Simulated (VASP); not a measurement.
# GaN (R3m) in VASP: a series of runs

The runs below take GaN through single point, with r2SCAN.

Program: VASP 6.6.1. These are calculated values, not measurements. Logs are shortened: lines on timing, memory, paths and dates and some standing lists are left out, and cuts for length are marked.

## (1) The cell of the first run

The structure is trigonal, space group R3m (No. 160). The conventional cell has a = 3.053 Å, b = 3.053 Å, c = 7.934 Å, α = 90.00°, β = 90.00°, γ = 120.00°. Within 2.5 Å of Ga (site symmetry 3m) lie 4 N at 1.90 to 1.93 Å. Within 2.5 Å of N (site symmetry 3m) lie 4 Ga at 1.90 to 1.93 Å.

## (2) Single point, r2SCAN, non-collinear spin, zero start, spin-orbit coupling (epitaxial 111 strain -4.0%)

The input, POSCAR:

```
GaN
1.0
    0.0874749163      2.2464693557      2.2464693557
    2.2464693557      0.0874749163      2.2464693557
    2.2464693557      2.2464693557      0.0874749163
Ga N
1 1
Direct
    0.0032476448      0.0032476448      0.0032476448
    0.2467523552      0.2467523552      0.2467523552
```

The input, INCAR.step1:

```
SYSTEM = GaN
PREC     = Accurate       ! precision mode
ENCUT    = 520            ! plane-wave cutoff, eV
ISMEAR   = 0              ! smearing method
SIGMA    = 0.01           ! smearing width, eV
LREAL    = .False.        ! projectors in reciprocal space
LASPH    = .True.         ! aspherical terms in the spheres
NELM     = 150            ! most SCF steps
MAGMOM   = 0 0 0 0 0 0    ! initial moments
LSORBIT  = .True.         ! spin-orbit coupling
GGA_COMPAT= .False.      
NBANDS   = 30             ! bands
GGA      = PE             ! functional
ALGO     = Normal         ! electronic algorithm
EDIFF    = 1E-4           ! SCF threshold, eV
LWAVE    = .True.         ! write WAVECAR
LCHARG   = .False.        ! write CHGCAR
```

The input, INCAR.step2:

```
SYSTEM = GaN
PREC     = Accurate       ! precision mode
ENCUT    = 520            ! plane-wave cutoff, eV
EDIFF    = 1E-6           ! SCF threshold, eV
ISMEAR   = 0              ! smearing method
SIGMA    = 0.01           ! smearing width, eV
LREAL    = .False.        ! projectors in reciprocal space
LASPH    = .True.         ! aspherical terms in the spheres
NELM     = 150            ! most SCF steps
ALGO     = Normal         ! electronic algorithm
ISIF     = 2              ! what is computed and relaxed
LWAVE    = .False.        ! write WAVECAR
LCHARG   = .False.        ! write CHGCAR
MAGMOM   = 0 0 0 0 0 0    ! initial moments
LORBIT   = 11             ! projections on sites
LSORBIT  = .True.         ! spin-orbit coupling
GGA_COMPAT= .False.      
LORBMOM  = .True.       
METAGGA  = R2SCAN         ! meta-GGA
LMIXTAU  = .True.       
NBANDS   = 30             ! bands
ISTART   = 1
```

The input, KPOINTS:

```
regular mesh
0
Gamma
  10 10 10
  0 0 0
```

Potentials or basis: VASP PAW PBE potentials, release 64 (Ga_d, N).

Run with:

```
> cat potpaw_PBE.64/Ga_d/POTCAR potpaw_PBE.64/N/POTCAR > POTCAR
> cp INCAR.step1 INCAR
> mpirun -np 1 vasp_ncl > vasp.out
> cp INCAR.step2 INCAR
> mpirun -np 1 vasp_ncl > vasp.out
```

OUTCAR:

```text
SYSTEM = GaN
   PREC = Accurate
   ENCUT = 520
   EDIFF = 1E-6
   ISMEAR = 0
   LREAL = .False.
   LASPH = .True.
   NELM = 150
   ISIF = 2
   LORBIT = 11
   LSORBIT = .True.
   METAGGA = R2SCAN
   ISTART = 1

 ion  position               nearest neighbor table
   1  0.003  0.003  0.003-   2 1.90   2 1.90   2 1.90   2 1.93
   2  0.247  0.247  0.247-   1 1.90   1 1.90   1 1.90   1 1.93

  LATTYP: Found a trigonal (rhomboedric) cell.
 ALAT       =     3.1781914658
 COS(alpha) =     0.5385305734

  Lattice vectors:

 A1 = (   0.0874749163,   2.2464693557,   2.2464693557)
 A2 = (   2.2464693557,   0.0874749163,   2.2464693557)
 A3 = (   2.2464693557,   2.2464693557,   0.0874749163)

Analysis of symmetry for initial positions (statically):
=====================================================================
 Subroutine PRICEL returns:
 Original cell was already a primitive cell.

 Routine SETGRP: Setting up the symmetry group for a
 trigonal (rhombohedral) supercell.

 Subroutine GETGRP returns: Found  6 space group operations
 (whereof  6 operations were pure point group operations)
 out of a pool of 12 trial point group operations.

The static configuration has the point symmetry C_3v.

Analysis of symmetry for dynamics (positions and initial velocities):
=====================================================================
 Subroutine PRICEL returns:
 Original cell was already a primitive cell.

 Routine SETGRP: Setting up the symmetry group for a
 trigonal (rhombohedral) supercell.

 Subroutine GETGRP returns: Found  6 space group operations
 (whereof  6 operations were pure point group operations)
 out of a pool of 12 trial point group operations.

The dynamic configuration has the point symmetry C_3v.

Analysis of structural, dynamic, and magnetic symmetry:
=====================================================================
 Subroutine PRICEL returns:
 Original cell was already a primitive cell.

 Routine SETGRP: Setting up the symmetry group for a
 trigonal (rhombohedral) supercell.

 Subroutine GETGRP returns: Found  6 space group operations
 (whereof  6 operations were pure point group operations)
 out of a pool of 12 trial point group operations.

The overall configuration has the point symmetry C_3v.

 Subroutine INISYM returns: Found  6 space group operations
 (whereof  6 operations are pure point group operations),
 and found     1 'primitive' translations

----------------------------------------------------------------------------------------

                                     Primitive cell

  volume of cell :      21.3505

  direct lattice vectors                    reciprocal lattice vectors
     0.087474916  2.246469356  2.246469356    -0.236012095  0.227166495  0.227166495
     2.246469356  0.087474916  2.246469356     0.227166495 -0.236012095  0.227166495
     2.246469356  2.246469356  0.087474916     0.227166495  0.227166495 -0.236012095

  length of vectors
     3.178191466  3.178191466  3.178191466     0.398636353  0.398636353  0.398636353

  position of ions in fractional coordinates (direct lattice)
     0.003247645  0.003247645  0.003247645
     0.246752355  0.246752355  0.246752355

  ion indices of the primitive-cell ions
   primitive index   ion index
                 1           1
                 2           2

----------------------------------------------------------------------------------------

 KPOINTS: regular mesh

Automatic generation of k-mesh.
 Grid dimensions read from file:
 generate k-points for:   10   10   10

 Generating k-lattice:

  Cartesian coordinates                     Fractional coordinates (reciprocal lattice)
    -0.023601210  0.022716649  0.022716649     0.100000000  0.000000000  0.000000000
     0.022716649 -0.023601210  0.022716649     0.000000000  0.100000000  0.000000000
     0.022716649  0.022716649 -0.023601210     0.000000000  0.000000000  0.100000000

  Length of vectors
[... 98 lines left out ...]
 number of electron      17.9999999 magnetization       0.0000000     -0.0000000     -0.0000000

 Free energy of the ion-electron system (eV)
  ---------------------------------------------------
  ext. energy  EPLUGINS =         0.00000000
  ---------------------------------------------------
  free energy    TOTEN  =       -21.77655246 eV

  energy without entropy =      -21.77655246  energy(sigma->0) =      -21.77655246

 E-fermi :   6.0887     XC(G=0): -13.0539

 val. band max:        5.9726601371   @ k =   0.0000   0.0000   0.0000
 cond. band min:       8.2666158525   @ k =   0.0000   0.0000   0.0000
 fundamental gap:      2.2939557154
 Fermi energy:         6.0886649552

 k-point     1 :       0.0000    0.0000    0.0000
  band No.  band energies     occupation
      1     -11.5460      1.00000
      2     -11.5460      1.00000
      3      -8.2848      1.00000
      4      -8.2848      1.00000
      5      -8.2818      1.00000
      6      -8.2818      1.00000
[... 781 lines left out ...]
     29      23.8724      0.00000
     30      23.9123      0.00000

 [... further k-points ...]

------------------------ aborting loop because EDIFF is reached ----------------------------------------

  FORCE on cell =-STRESS in cart. coord.  units (eV):
  Direction    XX          YY          ZZ          XY          YZ          ZX
  --------------------------------------------------------------------------------------
  -------------------------------------------------------------------------------------
  Total        2.0641898      2.0641898      2.0641898     -0.9462716     -0.9462716     -0.9462716
  in kB      154.9003735    154.9003735    154.9003735    -71.0098614    -71.0098614    -71.0098614
  external PRESSURE =     154.9003735 kB  Pullay stress =       0.0000000 kB

 VOLUME and BASIS-vectors are now :
 -----------------------------------------------------------------------------
  energy-cutoff  :      520.00
  volume of cell :       21.35
      direct lattice vectors                 reciprocal lattice vectors
     0.087474916  2.246469356  2.246469356    -0.236012095  0.227166495  0.227166495
     2.246469356  0.087474916  2.246469356     0.227166495 -0.236012095  0.227166495
     2.246469356  2.246469356  0.087474916     0.227166495  0.227166495 -0.236012095

 POSITION                                       TOTAL-FORCE (eV/Angst)
 -----------------------------------------------------------------------------------
      0.01488      0.01488      0.01488         0.011204      0.011204      0.011204
      1.13023      1.13023      1.13023        -0.011204     -0.011204     -0.011204
 -----------------------------------------------------------------------------------
    total drift:                               -0.001783     -0.001783     -0.001783

  FREE ENERGIE OF THE ION-ELECTRON SYSTEM (eV)
  ---------------------------------------------------
  free  energy   TOTEN  =       -21.7765524590 eV

  energy  without entropy=      -21.7765524590  energy(sigma->0) =      -21.77655246

 orbital moment (x)

 # of ion     p       d       tot
 ----------------------------------------
  1         0.000  -0.000  -0.000
  2         0.000   0.000   0.000
 ----------------------------------------
            0.000  -0.000   0.000

 orbital moment (y)

 # of ion     p       d       tot
 ----------------------------------------
  1         0.000  -0.000  -0.000
  2        -0.000   0.000  -0.000
 ----------------------------------------
           -0.000  -0.000  -0.000

 orbital moment (z)

 # of ion     p       d       tot
 ----------------------------------------
  1         0.000  -0.000  -0.000
  2        -0.000   0.000  -0.000
 ----------------------------------------
           -0.000  -0.000  -0.000

 Spin-Orbit-Coupling matrix elements

 Ion:    1  E_soc:     -0.0106200
 l=   1
     0.0000000    -0.0009717    -0.0009717
    -0.0009717     0.0000000    -0.0009717
    -0.0009717    -0.0009717     0.0000000
 l=   2
     0.0000000    -0.0001677     0.0000000    -0.0001677    -0.0006306
    -0.0001677     0.0000000    -0.0004730    -0.0001677    -0.0001577
     0.0000000    -0.0004730     0.0000000    -0.0004730     0.0000000
    -0.0001677    -0.0001677    -0.0004730     0.0000000    -0.0001577
    -0.0006306    -0.0001577     0.0000000    -0.0001577     0.0000000
 l=   3
     0.0000000     0.0000000     0.0000000     0.0000000     0.0000000     0.0000000     0.0000000
     0.0000000     0.0000000     0.0000000     0.0000000     0.0000000     0.0000000     0.0000000
     0.0000000     0.0000000     0.0000000     0.0000000     0.0000000     0.0000000     0.0000000
     0.0000000     0.0000000     0.0000000     0.0000000     0.0000000     0.0000000     0.0000000
     0.0000000     0.0000000     0.0000000     0.0000000     0.0000000     0.0000000     0.0000000
     0.0000000     0.0000000     0.0000000     0.0000000     0.0000000     0.0000000     0.0000000
     0.0000000     0.0000000     0.0000000     0.0000000     0.0000000     0.0000000     0.0000000

 Ion:    2  E_soc:     -0.0000890
 l=   1
     0.0000000    -0.0000148    -0.0000148
    -0.0000148     0.0000000    -0.0000148
    -0.0000148    -0.0000148     0.0000000
 l=   2
     0.0000000     0.0000000     0.0000000     0.0000000     0.0000000
     0.0000000     0.0000000     0.0000000     0.0000000     0.0000000
     0.0000000     0.0000000     0.0000000     0.0000000     0.0000000
     0.0000000     0.0000000     0.0000000     0.0000000     0.0000000
     0.0000000     0.0000000     0.0000000     0.0000000     0.0000000
 l=   3
     0.0000000     0.0000000     0.0000000     0.0000000     0.0000000     0.0000000     0.0000000
     0.0000000     0.0000000     0.0000000     0.0000000     0.0000000     0.0000000     0.0000000
     0.0000000     0.0000000     0.0000000     0.0000000     0.0000000     0.0000000     0.0000000
     0.0000000     0.0000000     0.0000000     0.0000000     0.0000000     0.0000000     0.0000000
     0.0000000     0.0000000     0.0000000     0.0000000     0.0000000     0.0000000     0.0000000
     0.0000000     0.0000000     0.0000000     0.0000000     0.0000000     0.0000000     0.0000000
     0.0000000     0.0000000     0.0000000     0.0000000     0.0000000     0.0000000     0.0000000

 total charge

# of ion       s       p       d       tot
------------------------------------------
    1        0.773   0.962  10.235  11.970
    2        1.233   2.596   0.000   3.829
--------------------------------------------------
tot          2.006   3.558  10.235  15.798

 magnetization (x)

# of ion       s       p       d       tot
------------------------------------------
    1        0.000  -0.000  -0.000  -0.000
    2        0.000  -0.000   0.000  -0.000
--------------------------------------------------
tot          0.000  -0.000  -0.000  -0.000

 magnetization (y)

# of ion       s       p       d       tot
------------------------------------------
    1        0.000   0.000   0.000   0.000
    2       -0.000   0.000   0.000   0.000
--------------------------------------------------
tot         -0.000   0.000   0.000   0.000

 magnetization (z)

# of ion       s       p       d       tot
------------------------------------------
    1        0.000   0.000   0.000   0.000
    2       -0.000   0.000   0.000  -0.000
--------------------------------------------------
tot         -0.000   0.000   0.000  -0.000
```

Run time: 46 min. Hardware: 1 thread of Oxide Virtual Turin-like, shared host; peak memory 0.33 GiB.

Results:

| Property | Result |
| --- | --- |
| Free energy | -21.7766 eV |
| Pressure | 15.5 GPa |
| Largest force | 0.019 eV/Å |
| Net moment | 0.00 μB per cell |
| Valence electrons inside the program's atomic spheres | Ga 11.97; N 3.83 |

Forces on the atoms (eV/Å):
```
Ga   0.011  0.011  0.011
N   -0.011 -0.011 -0.011
```

Moments on the atoms (μB; x, y, z):
```
Ga  0.00 0.00 0.00
N   0.00 0.00 0.00
```

Caveat: the cell differs from its parent crystal (epitaxial 111 strain -4.0%); the cell stands under pressure; the structure was generated, so it needn't be the stable form of GaN; the PAW data sets were made with another functional, which shifts forces and pressure a little.

## (3) Single point, r2SCAN, non-collinear spin, zero start, spin-orbit coupling (epitaxial 111 strain -3.0%)

The input, POSCAR:

```
GaN
1.0
    0.0653231975      2.2468071623      2.2468071623
    2.2468071623      0.0653231975      2.2468071623
    2.2468071623      2.2468071623      0.0653231975
Ga N
1 1
Direct
    0.0023580667      0.0023580667      0.0023580667
    0.2476419333      0.2476419333      0.2476419333
```

The input, INCAR.step1:

```
SYSTEM = GaN
ALGO = Normal
EDIFF = 1E-4
ENCUT = 520
GGA = PE
GGA_COMPAT = .FALSE.
ISMEAR = 0
LASPH = .TRUE.
LCHARG = .FALSE.
LREAL = .FALSE.
LSORBIT = .TRUE.
LWAVE = .TRUE.
MAGMOM = 0 0 0 0 0 0
NBANDS = 30
NELM = 150
PREC = Accurate
SIGMA = 0.01
```

The input, INCAR.step2:

```
SYSTEM = GaN
ALGO = Normal
EDIFF = 1E-6
ENCUT = 520
GGA_COMPAT = .FALSE.
ISIF = 2
ISMEAR = 0
ISTART = 1
LASPH = .TRUE.
LCHARG = .FALSE.
LMIXTAU = .TRUE.
LORBIT = 11
LORBMOM = .TRUE.
LREAL = .FALSE.
LSORBIT = .TRUE.
LWAVE = .FALSE.
MAGMOM = 0 0 0 0 0 0
METAGGA = R2SCAN
NBANDS = 30
NELM = 150
PREC = Accurate
SIGMA = 0.01
```

The input, KPOINTS:

```
k-points
0
G
  10 10 10
  0 0 0
```

Potentials or basis: VASP PAW PBE potentials, release 64 (Ga_d, N).

Run with:

```
> cat potpaw_PBE.64/Ga_d/POTCAR potpaw_PBE.64/N/POTCAR > POTCAR
> cp INCAR.step1 INCAR
> mpirun -np 1 vasp_ncl > vasp.out
> cp INCAR.step2 INCAR
> mpirun -np 1 vasp_ncl > vasp.out
```

OUTCAR:

```text
SYSTEM = GaN
   EDIFF = 1E-6
   ENCUT = 520
   ISIF = 2
   ISMEAR = 0
   ISTART = 1
   LASPH = .TRUE.
   LORBIT = 11
   LREAL = .FALSE.
   LSORBIT = .TRUE.
   METAGGA = R2SCAN
   NELM = 150
   PREC = Accurate

 ion  position               nearest neighbor table
   1  0.002  0.002  0.002-   2 1.91   2 1.91   2 1.91   2 1.94
   2  0.248  0.248  0.248-   1 1.91   1 1.91   1 1.91   1 1.94

  LATTYP: Found a trigonal (rhomboedric) cell.
 ALAT       =     3.1781365561
 COS(alpha) =     0.5288502744

  Lattice vectors:

 A1 = (   0.0653231975,   2.2468071623,   2.2468071623)
 A2 = (   2.2468071623,   0.0653231975,   2.2468071623)
 A3 = (   2.2468071623,   2.2468071623,   0.0653231975)

Analysis of symmetry for initial positions (statically):
[... 1081 lines left out ...]
 l=   3
     0.0000000     0.0000000     0.0000000     0.0000000     0.0000000     0.0000000     0.0000000
     0.0000000     0.0000000     0.0000000     0.0000000     0.0000000     0.0000000     0.0000000
     0.0000000     0.0000000     0.0000000     0.0000000     0.0000000     0.0000000     0.0000000
     0.0000000     0.0000000     0.0000000     0.0000000     0.0000000     0.0000000     0.0000000
     0.0000000     0.0000000     0.0000000     0.0000000     0.0000000     0.0000000     0.0000000
     0.0000000     0.0000000     0.0000000     0.0000000     0.0000000     0.0000000     0.0000000
     0.0000000     0.0000000     0.0000000     0.0000000     0.0000000     0.0000000     0.0000000

 total charge

# of ion       s       p       d       tot
------------------------------------------
    1        0.769   0.943  10.224  11.936
    2        1.233   2.583   0.000   3.816
--------------------------------------------------
tot          2.001   3.526  10.224  15.751

 magnetization (x)

# of ion       s       p       d       tot
------------------------------------------
    1       -0.000   0.000   0.000   0.000
    2       -0.000   0.000   0.000  -0.000
--------------------------------------------------
tot         -0.000   0.000   0.000  -0.000

 magnetization (y)

# of ion       s       p       d       tot
------------------------------------------
    1        0.000   0.000   0.000   0.000
    2        0.000   0.000   0.000   0.000
--------------------------------------------------
tot          0.000   0.000   0.000   0.000

 magnetization (z)

# of ion       s       p       d       tot
------------------------------------------
    1        0.000   0.000   0.000   0.000
    2        0.000   0.000   0.000   0.000
--------------------------------------------------
tot          0.000   0.000   0.000   0.000
```

OSZICAR.step1:

```text
N       E                     dE             d eps       ncg     rms          rms(c)
DAV:   1     0.142603218934E+03    0.14260E+03   -0.85389E+03 16110   0.225E+03
DAV:   2     0.520823402829E+01   -0.13739E+03   -0.12658E+03 13548   0.486E+02
DAV:   3    -0.135185874122E+02   -0.18727E+02   -0.18404E+02 15128   0.132E+02
DAV:   4    -0.141238086309E+02   -0.60522E+00   -0.60401E+00 15122   0.261E+01
DAV:   5    -0.141348510027E+02   -0.11042E-01   -0.11041E-01 15340   0.353E+00    0.791E+00
DAV:   6    -0.120091100715E+02    0.21257E+01   -0.36806E+00 21908   0.445E+01    0.234E+00
DAV:   7    -0.120493119206E+02   -0.40202E-01   -0.63081E-01 14424   0.783E+00    0.188E+00
DAV:   8    -0.120518880097E+02   -0.25761E-02   -0.73157E-02 20310   0.472E+00    0.102E+00
DAV:   9    -0.120406950139E+02    0.11193E-01   -0.26890E-02 19604   0.398E+00    0.225E-01
DAV:  10    -0.120412159046E+02   -0.52089E-03   -0.23600E-03 16768   0.645E-01    0.129E-01
DAV:  11    -0.120411037120E+02    0.11219E-03   -0.36033E-04 17822   0.497E-01    0.357E-02
DAV:  12    -0.120411109333E+02   -0.72214E-05   -0.79269E-05 10616   0.777E-02
   1 F= -.12041111E+02 E0= -.12041111E+02  d E =-.940730E-42  mag=    -0.0000     0.0000    -0.0000
```

Wall time 46 min (1 thread of Oxide Virtual Turin-like, shared host); peak memory 0.33 GiB.

What came out:

- Free energy: -21.8304 eV
- Pressure: 11.5 GPa
- Largest force: 0.008 eV/Å
- Net moment: 0.00 μB per cell
- Valence electrons inside the program's atomic spheres: Ga 11.94; N 3.82

Forces in eV/Å, atoms in the order of the input:
```
Ga   0.005  0.005  0.005
N   -0.005 -0.005 -0.005
```

Moments on the atoms (μB; x, y, z):
```
Ga  0.00 0.00 0.00
N   0.00 0.00 0.00
```

Caveat: the cell differs from its parent crystal (epitaxial 111 strain -3.0%); the cell stands under pressure; the structure was generated, so it needn't be the stable form of GaN; the PAW data sets were made with another functional, which shifts forces and pressure a little.
